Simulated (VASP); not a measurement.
Write the native input for VASP 6.6.1 that does the following.

| Property | Result |
| --- | --- |
| Task | single point |
| Functional | LDA |
| Potentials or basis | VASP PAW LDA potentials, release 64 (Na_pv, H) |
| Cutoff | 520 eV |
| k mesh | 6 × 6 × 6 |
| Occupations | gaussian, width 0.02 eV |
| Spin | no spin polarisation |
| Dipole correction | no |
| Further INCAR settings | ALGO = Normal; EDIFF = 1e-06; NBANDS = 11 |

The structure of NaH lies in POSCAR:

```
NaH
1.0
    2.9255727600      0.0000000000      0.0000000000
    0.0000000000      2.9255727600      0.0000000000
    0.0000000000      0.0000000000      3.0151249872
Na H
1 1
Direct
    0.0000000000      0.0000000000      0.0000000000
    0.5000000000      0.5000000000      0.5000000000
```

These files were run (other wordings do the same):

INCAR

```
SYSTEM = NaH
PREC     = Accurate       ! precision mode
ENCUT    = 520            ! plane-wave cutoff, eV
EDIFF    = 1E-6           ! SCF threshold, eV
ISMEAR   = 0              ! smearing method
SIGMA    = 0.02           ! smearing width, eV
LREAL    = .FALSE.        ! projectors in reciprocal space
LASPH    = .TRUE.         ! aspherical terms in the spheres
NELM     = 100            ! most SCF steps
ALGO     = Normal         ! electronic algorithm
ISIF     = 2              ! what is computed and relaxed
LWAVE    = .FALSE.        ! write WAVECAR
LCHARG   = .FALSE.        ! write CHGCAR
NBANDS   = 11             ! bands
```

KPOINTS

```
regular mesh
0
G
  6 6 6
  0 0 0
```

Potentials or basis: VASP PAW LDA potentials, release 64 (Na_pv, H).

Run with:

```console
$ cat potpaw_LDA.64/Na_pv/POTCAR potpaw_LDA.64/H/POTCAR > POTCAR
$ mpirun -np 1 vasp_std > vasp.out
```

Results of the run:

The pressure is -2.1 GPa and the band gap on the k mesh is 0.38 eV, indirect (least direct gap 4.08 eV).

It took 4.5 s on 1 thread of Intel(R) Xeon(R) Platinum 8259CL CPU @ 2.50GHz (Skylake/Cascade Lake), on a shared host, peak memory 0.12 GiB.
